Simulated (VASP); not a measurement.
## Al32H (a cell with a defect): single point with PBE+D3(BJ)

Al32H (a cell with a defect):

```xyz
33
Lattice="8.1000 0.0000 0.0000 0.0000 8.1000 0.0000 0.0000 0.0000 8.1000" Properties=species:S:1:pos:R:3 pbc="T T T"
Al    4.0339   -0.0424   -0.0446
Al    6.0674    1.9927   -0.0382
Al    6.0674   -0.0359    1.9904
Al    0.0079   -0.0401   -0.0424
Al    2.0115    1.9959   -0.0416
Al    4.0355    4.0341   -0.0424
Al    6.0800    6.0432   -0.0364
Al    2.0115   -0.0393    1.9937
Al    4.0390    1.9920    1.9898
Al    6.0687    4.0241    1.9908
Al    4.0355   -0.0401    4.0318
Al    6.0686    1.9930    4.0219
Al    6.0800   -0.0342    6.0409
Al    0.0053    4.0308   -0.0449
Al    2.0164    6.0431    0.0052
Al   -0.0139    1.9931    1.9908
Al    2.0098    4.0290    1.9918
Al    4.0305    6.0430    1.9942
Al    0.0053   -0.0426    4.0285
Al    2.0098    1.9940    4.0268
Al    4.0333    4.0311    4.0288
Al    6.0783    6.0414    4.0226
Al    2.0164    0.0074    6.0409
Al    4.0305    1.9964    6.0407
Al    6.0783    4.0248    6.0391
Al    0.0008    6.0412    1.9922
Al    0.0075    4.0336    4.0313
Al    2.0171    6.0433    3.9900
Al    0.0008    1.9944    6.0390
Al    2.0171    3.9922    6.0411
Al    4.1315    6.0438    6.0415
Al   -0.0275    6.0441    6.0419
H     2.2060    6.0688    6.0667
```

```
Program             : VASP 6.6.1
Task                : single point
Functional          : PBE
Dispersion          : D3(BJ)
Potentials or basis : VASP PAW PBE potentials, release 64 (Al, H)
Cutoff              : 520 eV
k mesh              : 2 × 2 × 2
Occupations         : gaussian, width 0.1 eV
Spin                : no spin polarisation
```

```
Pressure                   : -3.1 GPa
Largest force              : 0.081 eV/Å
Dispersion energy per atom : -0.328 eV
```

Forces on the atoms (eV/Å):
```
Al   0.010  0.005  0.005
Al   0.005  0.003  0.001
Al   0.004  0.001  0.004
Al  -0.002 -0.002 -0.002
Al   0.005 -0.002  0.002
Al   0.002 -0.004 -0.002
Al  -0.006  0.000 -0.002
Al   0.005  0.001 -0.002
Al   0.006  0.006  0.005
Al   0.001 -0.003  0.003
Al   0.002 -0.001 -0.004
Al   0.001  0.004 -0.001
Al  -0.006 -0.002  0.001
Al   0.003 -0.001  0.002
Al   0.002  0.000 -0.004
Al   0.007  0.003  0.003
Al   0.006 -0.003  0.004
Al   0.011  0.002 -0.004
Al   0.004  0.001 -0.001
Al   0.007  0.004 -0.004
Al   0.003  0.000 -0.001
Al   0.003  0.006 -0.004
Al   0.001 -0.003  0.000
Al   0.011 -0.004  0.002
Al   0.004 -0.005  0.007
Al   0.002  0.005  0.005
Al  -0.001 -0.011 -0.011
Al   0.004  0.003 -0.005
Al   0.002  0.006  0.006
Al   0.003 -0.004  0.003
Al  -0.013  0.001  0.002
Al  -0.004  0.004  0.002
H   -0.081 -0.008 -0.008
```

Stress tensor (GPa, compression positive):
```
-3.01  0.00  0.00
 0.00 -3.14 -0.01
 0.00 -0.01 -3.13
```

Levels at points of the mesh, in eV from the Fermi level:
| k point | band 44 | band 45 | band 46 | band 47 | band 48 | band 49 | band 50 | band 51 |
| --- | --- | --- | --- | --- | --- | --- | --- | --- |
| (0.00, 0.00, 0.00) | -0.47 | -0.47 | -0.33 | 0.49 | 0.49 | 0.53 | 0.53 | 0.53 |
| (0.50, 0.00, 0.00) | -0.70 | -0.05 | -0.05 | -0.03 | 0.02 | 0.02 | 0.04 | 0.05 |
| (0.00, 0.50, 0.00) | -0.71 | -0.08 | -0.07 | -0.04 | 0.03 | 0.03 | 0.04 | 0.05 |
| (0.00, 0.00, 0.50) | -0.71 | -0.08 | -0.06 | -0.04 | 0.03 | 0.03 | 0.04 | 0.05 |
| (0.50, 0.50, 0.00) | -0.99 | -0.34 | -0.09 | -0.08 | -0.05 | 0.91 | 1.10 | 1.11 |
| (0.00, 0.50, 0.50) | -1.00 | -0.32 | -0.09 | -0.09 | -0.05 | 0.90 | 1.10 | 1.10 |
| (0.50, 0.00, 0.50) | -0.99 | -0.34 | -0.09 | -0.08 | -0.05 | 0.91 | 1.10 | 1.11 |
| (0.50, 0.50, 0.50) | -0.42 | -0.41 | -0.41 | -0.40 | -0.40 | -0.40 | -0.40 | -0.39 |

Wall time 3.6 min on 1 thread of Intel(R) Xeon(R) 6975P-C (Granite Rapids), with other jobs on the host, peak memory 0.55 GiB.

Caveat: the k points lie up to 0.39 Å⁻¹ apart.
